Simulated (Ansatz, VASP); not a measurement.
**One calculation of TiW2N3, two programs**

File INCAR:

```
PREC = Accurate ; ENCUT = 520
EDIFF = 1E-7 ; ISMEAR = 0
SIGMA = 0.1 ; LREAL = F
LASPH = T ; NELM = 80
ALGO = Normal ; ISIF = 2
LWAVE = F ; LCHARG = F
GGA = PE ; NBANDS = 36
```

File KPOINTS:

```
Automatic mesh
0
Gamma
  12 12 6
```

The input POSCAR:

```
TiW2N3
1.0
    2.9608682446      0.0000000000      0.0000000000
   -1.4804341223      2.5641871171      0.0000000000
    0.0000000000      0.0000000000      7.9146553443
Ti W N
1 2 3
Direct
    0.0000000000      0.0000000000      0.5000000000
    0.6666666667      0.3333333333      0.8164711519
    0.3333333333      0.6666666667      0.1835288481
    0.3333333333      0.6666666667      0.6525328918
    0.6666666667      0.3333333333      0.3474671082
    0.0000000000      0.0000000000      0.0000000000
```

Input for Ansatz:

```yaml
crystal:
  lattice:
    - [2.9608682446, 0.0, 0.0]
    - [-1.4804341223, 2.5641871171, 0.0]
    - [0.0, 0.0, 7.9146553443]
  atoms:
    - { symbol: Ti, position: [0.0, 0.0, 0.5] }
    - { symbol: W, position: [0.6666666667, 0.3333333333, 0.8164711519] }
    - { symbol: W, position: [0.3333333333, 0.6666666667, 0.1835288481] }
    - { symbol: "N", position: [0.3333333333, 0.6666666667, 0.6525328918] }
    - { symbol: "N", position: [0.6666666667, 0.3333333333, 0.3474671082] }
    - { symbol: "N", position: [0.0, 0.0, 0.0] }
basis:
  ecutwfc: 420
kpoints:
  mp_grid: { grid: [12, 12, 6] }
  band_path:
    path:
      - [[0.0, 0.0, 0.0], [0.5, 0.0, 0.0], [0.33333333, 0.33333333, 0.0], [0.0, 0.0, 0.0], [0.0, 0.0, 0.5], [0.5, 0.0, 0.5], [0.33333333, 0.33333333, 0.5], [0.0, 0.0, 0.5]]
      - [[0.5, 0.0, 0.5], [0.5, 0.0, 0.0]]
      - [[0.33333333, 0.33333333, 0.5], [0.33333333, 0.33333333, 0.0]]
    npoints: 14
hamiltonian:
  xc: pbe
scf:
  occupations: { method: gaussian, width: 0.1 }
  n_extra_bands: 15
output:
  forces: true
  stress: true
  eigenvalues: true
  populations: true
  dos: { projected: true, de: 0.02, nscf_kmesh: { grid: [15, 15, 8] } }
  bader: true
  write_density: true
  write_potential: true
  elf: true
  volumetric_format: npy
```

Alike in both runs: task single point; functional PBE; k mesh 12 × 12 × 6; occupations gaussian, width 0.1 eV; no spin polarisation.

|  | VASP | Ansatz |
| --- | --- | --- |
| version | VASP 6.6.1 | Ansatz 0.2.0 |
| potentials or method | VASP PAW PBE potentials, release 64 (Ti_sv, W_sv, N), cutoff 520 eV | scalar-relativistic, plane waves, PAW |
| valence electrons in the cell | 55 | 55 |

```tsv
	VASP	Ansatz	Ansatz less VASP
gap on the k mesh at the Fermi level (eV)	none	none	-
pressure (GPa)	1.1	0.0	-1.08
rms of the force components (eV/Å)	0.010	0.001	-0.0097
```

Atom by atom the forces differ by 0.010 eV/Å (rms over components). A gap of «none» marks a metal or a gap that the smearing closes.

Neither program's run includes spin-orbit coupling.
